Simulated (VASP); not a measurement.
Set up this calculation in VASP 6.6.1, as the native input.

```yaml
Task: single point
Functional: r2SCAN
Potentials_or_basis: VASP PAW PBE potentials, release 64 (N, As, Ga_d)
Cutoff: 520 eV
k_mesh: 4 × 6 × 4
Occupations: fermi-dirac, width 0.02 eV
Spin: no spin polarisation
Dipole_correction: no
Further_INCAR_settings: ALGO = Normal; EDIFF = 1e-07; NBANDS = 46
```

The system is Ga4As3N.

```
N As Ga
1.0
     6.22735    0.00000   -0.02063
     0.00000    3.79905    0.00000
    -0.02195    0.00000    6.59178
N As Ga
1 3 4
Direct
  0.99676 0.00000 0.33517
  0.00530 0.50000 0.83498
  0.49353 0.50000 0.18317
  0.50739 0.00000 0.65049
  0.31449 0.00000 0.33306
  0.39297 0.50000 0.83519
  0.89336 0.50000 0.20528
  0.89621 0.00000 0.62266
```

One way to write it, as run:

POSCAR

```
Ga4As3N
1.0
    6.2273462451      0.0000000000     -0.0206285508
    0.0000000000      3.7990541676      0.0000000000
   -0.0219530071      0.0000000000      6.5917822760
N As Ga
1 3 4
Direct
   -0.0032378773      0.0000000000      0.3351724038
    0.0053008406      0.5000000000      0.8349782987
    0.4935256338      0.5000000000      0.1831748535
    0.5073883514      0.0000000000      0.6504870027
    0.3144850468      0.0000000000      0.3330629769
    0.3929664987      0.5000000000      0.8351851422
    0.8933610092      0.5000000000      0.2052764023
    0.8962104967      0.0000000000      0.6226629199
```

INCAR.step1

```
SYSTEM = Ga4As3N
PREC = Accurate ; ENCUT = 520
ISMEAR = -1 ; SIGMA = 0.02
LREAL = .False. ; LASPH = .True.
NELM = 80 ; NBANDS = 46
GGA = PE ; ALGO = Normal
EDIFF = 1E-4 ; LWAVE = .True.
LCHARG = .False.
```

INCAR.step2

```
SYSTEM = Ga4As3N
PREC = Accurate ; ENCUT = 520
EDIFF = 1E-7 ; ISMEAR = -1
SIGMA = 0.02 ; LREAL = .False.
LASPH = .True. ; NELM = 80
ALGO = Normal ; ISIF = 2
LWAVE = .False. ; LCHARG = .False.
METAGGA = R2SCAN ; LMIXTAU = .True.
NBANDS = 46 ; ISTART = 1
```

KPOINTS

```
regular mesh
0
Gamma
  4 6 4
  0 0 0
```

Potentials or basis: VASP PAW PBE potentials, release 64 (N, As, Ga_d).

The run is started by

```bash
$ cat potpaw_PBE.64/N/POTCAR potpaw_PBE.64/As/POTCAR potpaw_PBE.64/Ga_d/POTCAR > POTCAR
$ cp INCAR.step1 INCAR
$ mpirun -np 1 vasp_std > vasp.out
$ cp INCAR.step2 INCAR
$ mpirun -np 1 vasp_std > vasp.out
```

Results of the run:

```json
{
  "Pressure": "0.2 GPa",
  "Largest force": "0.046 eV/Å",
  "Band gap on the k mesh": "0.07 eV (least direct gap 0.12 eV)"
}
```

Caveat: semilocal functionals underestimate gaps, and a narrow one can read as zero; the PAW data sets were made with another functional, which shifts forces and pressure a little.

Wall time 18 min on 1 thread of Intel(R) Xeon(R) Platinum 8488C (Sapphire Rapids), with other jobs on the host, peak memory 0.42 GiB.
